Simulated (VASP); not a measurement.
# InAs (F-43m) in VASP: settings compared, part 2 of 2

VASP 6.6.1. Earlier steps stand in the parts before.

**3. Single point, r2SCAN0**

This run uses another cell than the first one, of 26.39 Å³/atom.

Input file POSCAR:

```
InAs
1.0
    0.0000000000      2.9772112161      2.9772112161
    2.9772112161      0.0000000000      2.9772112161
    2.9772112161      2.9772112161      0.0000000000
In As
1 1
Direct
    0.0000000000      0.0000000000      0.0000000000
    0.7500000000      0.7500000000      0.7500000000
```

Input file INCAR.step1:

```
SYSTEM = InAs
PREC = Accurate ; ENCUT = 520
EDIFF = 1E-5 ; ISMEAR = -1
SIGMA = 0.05 ; LREAL = .False.
LASPH = .True. ; NELM = 80
ALGO = Normal ; ISIF = 2
LWAVE = .True. ; LCHARG = .False.
GGA = PE ; NBANDS = 16
```

Input file INCAR.step2:

```
SYSTEM = InAs
PREC = Accurate ; ENCUT = 520
EDIFF = 1E-6 ; ISMEAR = -1
SIGMA = 0.05 ; LREAL = .False.
LASPH = .True. ; NELM = 80
ALGO = Normal ; ISIF = 2
LWAVE = .False. ; LCHARG = .False.
METAGGA = R2SCAN ; LHFCALC = .True.
AEXX = 0.25 ; LMIXTAU = .True.
PRECFOCK = Normal ; ISTART = 1
NBANDS = 16
```

Input file KPOINTS:

```
Automatic mesh
0
Gamma
  4 4 4
  0 0 0
```

Potentials or basis: VASP PAW PBE potentials, release 64 (In_d, As).

Command:

```sh
cat potpaw_PBE.64/In_d/POTCAR potpaw_PBE.64/As/POTCAR > POTCAR
cp INCAR.step1 INCAR
mpirun -np 1 vasp_std > vasp.out
cp INCAR.step2 INCAR
mpirun -np 1 vasp_std > vasp.out
```

OUTCAR:

```text
SYSTEM = InAs
   PREC = Accurate
   ENCUT = 520
   EDIFF = 1E-6
   ISMEAR = -1
   LREAL = .False.
   LASPH = .True.
   NELM = 80
   ISIF = 2
   METAGGA = R2SCAN
   LHFCALC = .True.
   AEXX = 0.25
   PRECFOCK = Normal
   ISTART = 1

 ion  position               nearest neighbor table
   1  0.000  0.000  0.000-   2 2.58   2 2.58   2 2.58   2 2.58
   2  0.750  0.750  0.750-   1 2.58   1 2.58   1 2.58   1 2.58

  LATTYP: Found a face centered cubic cell.
 ALAT       =     5.9544224322

  Lattice vectors:

 A1 = (   0.0000000000,   2.9772112161,   2.9772112161)
 A2 = (   2.9772112161,   0.0000000000,   2.9772112161)
 A3 = (   2.9772112161,   2.9772112161,   0.0000000000)

Analysis of symmetry for initial positions (statically):
=====================================================================
 Subroutine PRICEL returns:
 Original cell was already a primitive cell.

 Routine SETGRP: Setting up the symmetry group for a
 face centered cubic supercell.

 Subroutine GETGRP returns: Found 24 space group operations
 (whereof 24 operations were pure point group operations)
 out of a pool of 48 trial point group operations.

The static configuration has the point symmetry T_d .

Analysis of symmetry for dynamics (positions and initial velocities):
=====================================================================
 Subroutine PRICEL returns:
 Original cell was already a primitive cell.

 Routine SETGRP: Setting up the symmetry group for a
 face centered cubic supercell.

 Subroutine GETGRP returns: Found 24 space group operations
 (whereof 24 operations were pure point group operations)
 out of a pool of 48 trial point group operations.

The dynamic configuration has the point symmetry T_d .

 Subroutine INISYM returns: Found 24 space group operations
[... 103 lines left out ...]
  Thomas-Fermi vector in A             =   2.280483
   LORBIT       =      0    0 simple, 1 ext, 2 COOP (PROOUT), +10 PAW based schemes
   METAGGA = R2SCAN    functional components
   LHFCALC =     T    Hartree Fock is set to
   PRECFOCK=normal    Normal, Fast or Accurate (Low or Medium for compatibility)
   ENCUT4O =  -1.0   cutoff for four orbital integrals eV
   NKREDX  =     1    reduce k-point grid by
   NKREDY  =     1    reduce k-point grid by
   NKREDZ  =     1    reduce k-point grid by
   AEXX    =    0.2500 exact exchange contribution
   HFSCREEN=    0.0000 screening length (either q_TF or 0.3 A-1)
   HFSCREENC=   0.0000 screening length for correlation (either q_TF or 0.3 A-1)
   ENCUTFOCK=  -1.0 apply spherical cutoff to Coloumb kernel
   IVDW    =     0    specifies the selected vdW correction
   LEPSILON=     F    determine dielectric tensor
   LRPA    =     F    only Hartree local field effects (RPA)
 non-spin polarized calculation
  energy-cutoff  :      520.00
  volume of cell :       52.78
 maximum number of plane-waves:      1428
  NGX = 24; NGY = 24; NGZ = 24

 number of electron      18.0000006 magnetization

 Free energy of the ion-electron system (eV)
  ---------------------------------------------------
  ext. energy  EPLUGINS =         0.00000000
  ---------------------------------------------------
  free energy    TOTEN  =       -32.99482007 eV

  energy without entropy =      -32.99482007  energy(sigma->0) =      -32.99482007

 E-fermi :   5.0163     XC(G=0):  -7.7115

 val. band max:        4.0809541609   @ k =   0.0000   0.0000   0.0000
 cond. band min:       5.8953574859   @ k =   0.0000   0.0000   0.0000
 fundamental gap:      1.8144033250
 Fermi energy:         5.0162893828

 k-point     1 :       0.0000    0.0000    0.0000
  band No.  band energies     occupation
      1     -12.5285      2.00000
      2     -12.5285      2.00000
      3     -12.5285      2.00000
      4     -12.3590      2.00000
      5     -12.3590      2.00000
      6      -9.6316      2.00000
[... 129 lines left out ...]
      3     -12.4349      2.00000
      4     -12.3798      2.00000
      5     -12.3498      2.00000
      6      -7.0637      2.00000
[... 8 lines left out ...]
     15      18.3471      0.00000
     16      18.3782      0.00000

------------------------ aborting loop because EDIFF is reached ----------------------------------------

  FORCE on cell =-STRESS in cart. coord.  units (eV):
  Direction    XX          YY          ZZ          XY          YZ          ZX
  --------------------------------------------------------------------------------------
  -------------------------------------------------------------------------------------
  Total        1.2632812      1.2632812      1.2632812      0.0000000      0.0000000      0.0000000
  in kB       38.3487909     38.3487909     38.3487909      0.0000000      0.0000000      0.0000000
  external PRESSURE =      38.3487909 kB  Pullay stress =       0.0000000 kB

 VOLUME and BASIS-vectors are now :
 -----------------------------------------------------------------------------
  energy-cutoff  :      520.00
  volume of cell :       52.78
      direct lattice vectors                 reciprocal lattice vectors
     0.000000000  2.977211216  2.977211216    -0.167942401  0.167942401  0.167942401
     2.977211216  0.000000000  2.977211216     0.167942401 -0.167942401  0.167942401
     2.977211216  2.977211216  0.000000000     0.167942401  0.167942401 -0.167942401

 POSITION                                       TOTAL-FORCE (eV/Angst)
 -----------------------------------------------------------------------------------
      0.00000      0.00000      0.00000         0.000000      0.000000     -0.000000
      4.46582      4.46582      4.46582        -0.000000     -0.000000      0.000000
 -----------------------------------------------------------------------------------
    total drift:                               -0.000049     -0.000043     -0.000024

  FREE ENERGIE OF THE ION-ELECTRON SYSTEM (eV)
  ---------------------------------------------------
  free  energy   TOTEN  =       -32.9948200704 eV

  energy  without entropy=      -32.9948200690  energy(sigma->0) =      -32.99482007
```

OSZICAR.step1:

```text
N       E                     dE             d eps       ncg     rms          rms(c)
DAV:   1     0.120383022694E+03    0.12038E+03   -0.81689E+03   256   0.123E+03
DAV:   2    -0.661129653045E-01   -0.12045E+03   -0.11379E+03   280   0.307E+02
DAV:   3    -0.758439516114E+01   -0.75183E+01   -0.74971E+01   360   0.752E+01
DAV:   4    -0.775521968391E+01   -0.17082E+00   -0.17080E+00   304   0.127E+01
DAV:   5    -0.776278122732E+01   -0.75615E-02   -0.75615E-02   400   0.227E+00    0.493E+00
DAV:   6    -0.746964859150E+01    0.29313E+00   -0.40981E-01   408   0.112E+01    0.276E+00
DAV:   7    -0.743760520940E+01    0.32043E-01   -0.14480E-01   368   0.345E+00    0.779E-01
DAV:   8    -0.743896578287E+01   -0.13606E-02   -0.16597E-02   336   0.154E+00    0.231E-01
DAV:   9    -0.743967752420E+01   -0.71174E-03   -0.11604E-03   264   0.312E-01    0.120E-01
DAV:  10    -0.743988934848E+01   -0.21182E-03   -0.26403E-04   336   0.244E-01    0.758E-02
DAV:  11    -0.743995356333E+01   -0.64215E-04   -0.14659E-04   272   0.144E-01    0.549E-02
DAV:  12    -0.743995181622E+01    0.17471E-05   -0.11003E-05   248   0.459E-02
   1 F= -.74399518E+01 E0= -.74382167E+01  d E =-.347029E-02
```

Run time: 7.5 min. Hardware: 1 thread of Intel Xeon Platinum 8259CL at 2.50GHz (Skylake/Cascade Lake), shared host; peak memory 0.19 GiB.

Results:

```yaml
Free_energy: -32.9948 eV
Pressure: 3.8 GPa
Band_gap_on_the_k_mesh: 1.81 eV
```

Levels at points of the mesh, in eV from the valence-band top:
```
           k point  band 7  band 8  band 9  band 10  band 11  band 12
(0.00, 0.00, 0.00)    0.00    0.00    0.00     1.81     5.66     5.66
(0.50, 0.00, 0.00)   -6.67   -1.18   -1.18     2.73     6.45     6.45
(0.50, 0.50, 0.00)   -6.67   -2.77   -2.77     2.92     3.64    11.84
```

Caveat: the k points lie up to 0.46 Å⁻¹ apart; the PAW data sets were made with another functional, which shifts forces and pressure a little; spin-orbit coupling is left out, which moves the levels of the heavy elements.

**4. Single point, r2SCAN0**

This run uses another cell than the first one, of 26.94 Å³/atom.

Input file POSCAR:

```
InAs
1.0
    0.0000000000      2.9977443561      2.9977443561
    2.9977443561      0.0000000000      2.9977443561
    2.9977443561      2.9977443561      0.0000000000
In As
1 1
Direct
    0.0000000000      0.0000000000      0.0000000000
    0.7500000000      0.7500000000      0.7500000000
```

Input file INCAR.step1:

```
SYSTEM = InAs
PREC = Accurate
ENCUT = 520
EDIFF = 1E-5
ISMEAR = -1
SIGMA = 0.05
LREAL = .False.
LASPH = .True.
NELM = 60
ALGO = Normal
ISIF = 2
LWAVE = .True.
NBANDS = 16
GGA = PE
```

Input file INCAR.step2:

```
SYSTEM = InAs
PREC = Accurate
ENCUT = 520
EDIFF = 1E-6
ISMEAR = -1
SIGMA = 0.05
LREAL = .False.
LASPH = .True.
NELM = 60
ALGO = Normal
ISIF = 2
LWAVE = .False.
LCHARG = .True.
METAGGA = R2SCAN
LHFCALC = .True.
AEXX = 0.25
LMIXTAU = .True.
PRECFOCK = Normal
LELF = .True.
LVHAR = .True.
NBANDS = 16
ISTART = 1
```

Input file KPOINTS:

```
regular mesh
0
Gamma
  4 4 4
  0 0 0
```

Potentials or basis: VASP PAW PBE potentials, release 64 (In_d, As).

Command:

```sh
cat potpaw_PBE.64/In_d/POTCAR potpaw_PBE.64/As/POTCAR > POTCAR
cp INCAR.step1 INCAR
mpirun -np 1 vasp_std > vasp.out
cp INCAR.step2 INCAR
mpirun -np 1 vasp_std > vasp.out
```

OUTCAR:

```text
SYSTEM = InAs
   PREC = Accurate
   ENCUT = 520
   EDIFF = 1E-6
   ISMEAR = -1
   LREAL = .False.
   LASPH = .True.
   NELM = 60
   ISIF = 2
   METAGGA = R2SCAN
   LHFCALC = .True.
   AEXX = 0.25
   PRECFOCK = Normal
   ISTART = 1

 ion  position               nearest neighbor table
   1  0.000  0.000  0.000-   2 2.60   2 2.60   2 2.60   2 2.60
   2  0.750  0.750  0.750-   1 2.60   1 2.60   1 2.60   1 2.60

  LATTYP: Found a face centered cubic cell.
 ALAT       =     5.9954887122

[... 328 lines left out ...]

------------------------ aborting loop because EDIFF is reached ----------------------------------------

  FORCE on cell =-STRESS in cart. coord.  units (eV):
  Direction    XX          YY          ZZ          XY          YZ          ZX
  --------------------------------------------------------------------------------------
  -------------------------------------------------------------------------------------
  Total        0.7404895      0.7404895      0.7404895      0.0000000      0.0000000      0.0000000
  in kB       22.0199193     22.0199193     22.0199193      0.0000000      0.0000000      0.0000000
  external PRESSURE =      22.0199193 kB  Pullay stress =       0.0000000 kB

 VOLUME and BASIS-vectors are now :
 -----------------------------------------------------------------------------
  energy-cutoff  :      520.00
  volume of cell :       53.88
      direct lattice vectors                 reciprocal lattice vectors
     0.000000000  2.997744356  2.997744356    -0.166792075  0.166792075  0.166792075
     2.997744356  0.000000000  2.997744356     0.166792075 -0.166792075  0.166792075
     2.997744356  2.997744356  0.000000000     0.166792075  0.166792075 -0.166792075

 POSITION                                       TOTAL-FORCE (eV/Angst)
 -----------------------------------------------------------------------------------
      0.00000      0.00000      0.00000         0.000000      0.000000      0.000000
      4.49662      4.49662      4.49662        -0.000000     -0.000000     -0.000000
 -----------------------------------------------------------------------------------
    total drift:                               -0.000011     -0.000005     -0.000024

  FREE ENERGIE OF THE ION-ELECTRON SYSTEM (eV)
  ---------------------------------------------------
  free  energy   TOTEN  =       -33.0166602987 eV

  energy  without entropy=      -33.0166602940  energy(sigma->0) =      -33.01666030
```

OSZICAR.step1:

```text
N       E                     dE             d eps       ncg     rms          rms(c)
DAV:   1     0.121541225318E+03    0.12154E+03   -0.83603E+03   256   0.121E+03
DAV:   2    -0.164002362808E+00   -0.12171E+03   -0.11708E+03   264   0.311E+02
DAV:   3    -0.759300122825E+01   -0.74290E+01   -0.73989E+01   328   0.736E+01
DAV:   4    -0.779233376806E+01   -0.19933E+00   -0.19912E+00   312   0.137E+01
DAV:   5    -0.780168255623E+01   -0.93488E-02   -0.93487E-02   376   0.239E+00    0.479E+00
DAV:   6    -0.751587105413E+01    0.28581E+00   -0.40890E-01   400   0.108E+01    0.265E+00
DAV:   7    -0.748669739371E+01    0.29174E-01   -0.13795E-01   392   0.326E+00    0.770E-01
DAV:   8    -0.748814271953E+01   -0.14453E-02   -0.15113E-02   312   0.141E+00    0.214E-01
DAV:   9    -0.748886638680E+01   -0.72367E-03   -0.10992E-03   304   0.281E-01    0.110E-01
DAV:  10    -0.748905387518E+01   -0.18749E-03   -0.22946E-04   304   0.229E-01    0.640E-02
DAV:  11    -0.748911256869E+01   -0.58694E-04   -0.13238E-04   272   0.129E-01    0.396E-02
DAV:  12    -0.748911254495E+01    0.23738E-07   -0.68956E-06   248   0.338E-02
   1 F= -.74891125E+01 E0= -.74874393E+01  d E =-.334651E-02
```

Run time: 7.4 min. Hardware: 1 thread of Intel Xeon Platinum 8259CL at 2.50GHz (Skylake/Cascade Lake), shared host; peak memory 0.19 GiB.

Results:

* Free energy: -33.0167 eV
* Pressure: 2.2 GPa
* Band gap on the k mesh: 1.68 eV

Caveat: the k points lie up to 0.45 Å⁻¹ apart; the PAW data sets were made with another functional, which shifts forces and pressure a little; spin-orbit coupling is left out, which moves the levels of the heavy elements.

**5. Single point, PBE-based screened hybrid with 25 % exact exchange**

This run uses another cell than the first one, of 27.49 Å³/atom.

Input file POSCAR:

```
InAs
1.0
    0.0000000000      3.0180000000      3.0180000000
    3.0180000000      0.0000000000      3.0180000000
    3.0180000000      3.0180000000      0.0000000000
In As
1 1
Direct
    0.0000000000      0.0000000000      0.0000000000
    0.7500000000      0.7500000000      0.7500000000
```

Input file INCAR.step1:

```
SYSTEM = InAs
PREC     = Accurate       ! precision mode
ENCUT    = 520            ! plane-wave cutoff, eV
EDIFF    = 1E-5           ! SCF threshold, eV
ISMEAR   = 1              ! smearing method
SIGMA    = 0.1            ! smearing width, eV
LREAL    = .False.        ! projectors in reciprocal space
LASPH    = .True.         ! aspherical terms in the spheres
NELM     = 60             ! most SCF steps
ALGO     = Normal         ! electronic algorithm
ISIF     = 2              ! what is computed and relaxed
LWAVE    = .True.         ! write WAVECAR
LCHARG   = .False.        ! write CHGCAR
NBANDS   = 16             ! bands
GGA      = PE             ! functional
```

Input file INCAR.step2:

```
SYSTEM = InAs
PREC     = Accurate       ! precision mode
ENCUT    = 520            ! plane-wave cutoff, eV
EDIFF    = 1E-6           ! SCF threshold, eV
ISMEAR   = 1              ! smearing method
SIGMA    = 0.1            ! smearing width, eV
LREAL    = .False.        ! projectors in reciprocal space
LASPH    = .True.         ! aspherical terms in the spheres
NELM     = 60             ! most SCF steps
ALGO     = Normal         ! electronic algorithm
ISIF     = 2              ! what is computed and relaxed
LWAVE    = .False.        ! write WAVECAR
LCHARG   = .False.        ! write CHGCAR
GGA      = PE             ! functional
LHFCALC  = .True.         ! exact exchange
AEXX     = 0.25           ! exact-exchange fraction
HFSCREEN = 0.3            ! screening, 1/A
PRECFOCK = Normal       
NBANDS   = 16             ! bands
ISTART   = 1
```

Input file KPOINTS:

```
Automatic mesh
0
Gamma
  4 4 4
  0 0 0
```

Command:

```sh
cat potpaw_PBE.64/In_d/POTCAR potpaw_PBE.64/As/POTCAR > POTCAR
cp INCAR.step1 INCAR
mpirun -np 1 vasp_std > vasp.out
cp INCAR.step2 INCAR
mpirun -np 1 vasp_std > vasp.out
```

Wall time 7.2 min (1 thread of Intel Xeon Platinum 8259CL at 2.50GHz (Skylake/Cascade Lake), shared host); peak memory 0.28 GiB.

Results (log left out):

| Item | Value |
| --- | --- |
| Free energy | -8.7956 eV |
| Pressure | 2.5 GPa |
| Band gap on the k mesh | 0.45 eV |

Levels at points of the mesh, in eV from the valence-band top:
```csv
k point,band 5,band 6,band 7,band 8,band 9,band 10,band 11,band 12,band 13,band 14
"(0.00, 0.00, 0.00)",-15.93,-12.93,0.00,0.00,0.00,0.45,4.49,4.49,4.49,8.30
"(0.50, 0.00, 0.00)",-15.92,-11.32,-6.18,-1.06,-1.06,1.53,5.27,5.27,7.53,9.93
"(0.50, 0.50, 0.00)",-15.90,-10.71,-6.25,-2.50,-2.50,1.96,2.57,10.14,10.30,10.30
```

Caveat: the k points lie up to 0.45 Å⁻¹ apart; the PAW data sets were made with another functional, which shifts forces and pressure a little; spin-orbit coupling is left out, which moves the levels of the heavy elements.

**6. Overview**

```csv
level,cell,smearing,screening parameter,gap on the mesh (eV),pressure (GPa)
r2SCAN0,"a = 4.181 Å, angles 60.0°, 2 atoms",fermi-dirac 0.05 eV,-,1.95,5.7
r2SCAN0,"a = 4.210 Å, angles 60.0°, 2 atoms",fermi-dirac 0.05 eV,-,1.81,3.8
r2SCAN0,"a = 4.239 Å, angles 60.0°, 2 atoms",fermi-dirac 0.05 eV,-,1.68,2.2
PBE-based screened hybrid with 25 % exact exchange,"a = 4.268 Å, angles 60.0°, 2 atoms",methfessel-paxton 0.1 eV,0.3 1/Å,0.45,2.5
```

Alike in all rows: task single point; potentials or basis VASP PAW PBE potentials, release 64 (In_d, As); no spin polarisation; k mesh 4 × 4 × 4; cutoff (eV) 520.

Caveats: all runs use coarse meshes; the PAW data sets were made with another functional, which shifts forces and pressure a little; spin-orbit coupling is left out, which moves the levels of the heavy elements.

Absolute energies hang on the potentials; compare differences alone.
